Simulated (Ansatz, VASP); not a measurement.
## BPd4 in VASP and in Ansatz

INCAR

```
PREC = Accurate ; ENCUT = 520
EDIFF = 1E-6 ; ISMEAR = 0
SIGMA = 0.1 ; LREAL = F
LASPH = T ; NELM = 60
ALGO = Normal ; ISIF = 2
LWAVE = F ; LCHARG = F
GGA = PE ; NBANDS = 30
```

Contents of KPOINTS:

```
regular mesh
0
Gamma
  6 4 4
```

File POSCAR:

```
BPd4
1.0
    2.8920300000      0.0000000000      0.0000000000
    0.0000000000      4.3650078800      0.0000000000
    0.0000000000      0.0000000000      5.8563151400
B Pd
1 4
Direct
    0.5000000000      0.0000000000      0.8632270100
    0.5000000000      0.5000000000      0.8675609800
    0.0000000000      0.5000000000      0.3291640000
    0.0000000000      0.0000000000      0.6194700000
    0.5000000000      0.0000000000      0.1975780000
```

Input for Ansatz:

```yaml
crystal:
  lattice:
    - [2.89203, 0.0, 0.0]
    - [0.0, 4.36500788, 0.0]
    - [0.0, 0.0, 5.85631514]
  atoms:
    - { symbol: B, position: [0.5, 0.0, 0.86322701] }
    - { symbol: Pd, position: [0.5, 0.5, 0.86756098] }
    - { symbol: Pd, position: [0.0, 0.5, 0.329164] }
    - { symbol: Pd, position: [0.0, 0.0, 0.61947] }
    - { symbol: Pd, position: [0.5, 0.0, 0.197578] }
basis:
  ecutwfc: 420
kpoints:
  mp_grid: { grid: [6, 4, 4] }
hamiltonian:
  xc: pbe
scf:
  occupations: { method: gaussian, width: 0.1 }
  lower_state_search: "off"
output:
  forces: true
  stress: true
  eigenvalues: true
```

Alike in both runs: task single point; functional PBE; k mesh 6 × 4 × 4; occupations gaussian, width 0.1 eV; no spin polarisation.

```csv
,VASP,Ansatz
version,VASP 6.6.1,Ansatz 0.2.0
potentials or method,"VASP PAW PBE potentials, release 64 (B, Pd), cutoff 520 eV","scalar-relativistic, plane waves, PAW"
valence electrons in the cell,43,75
```

Ansatz gave:

* gap on the k mesh at the Fermi level (eV): none
* pressure (GPa): -1.3
* traceless stress, the component that is largest in VASP (GPa): -0.79
* rms of the force components (eV/Å): 0.091

Q: What did VASP give for the same quantities?

A: gap on the k mesh at the Fermi level (eV): none; pressure (GPa): -1.3; traceless stress, the component that is largest in VASP (GPa): -0.85; rms of the force components (eV/Å): 0.074.

Atom by atom the forces differ by 0.022 eV/Å (rms over components). A gap of «none» marks a metal or a gap that the smearing closes. The functional is the same, so the differences come from potentials, cutoffs and numerics. VASP's potentials hold 43 valence electrons a cell and Ansatz's 75, so a difference there can come from the potentials and not from the codes.

The k mesh is coarse, so the values compare programs but aren't converged.
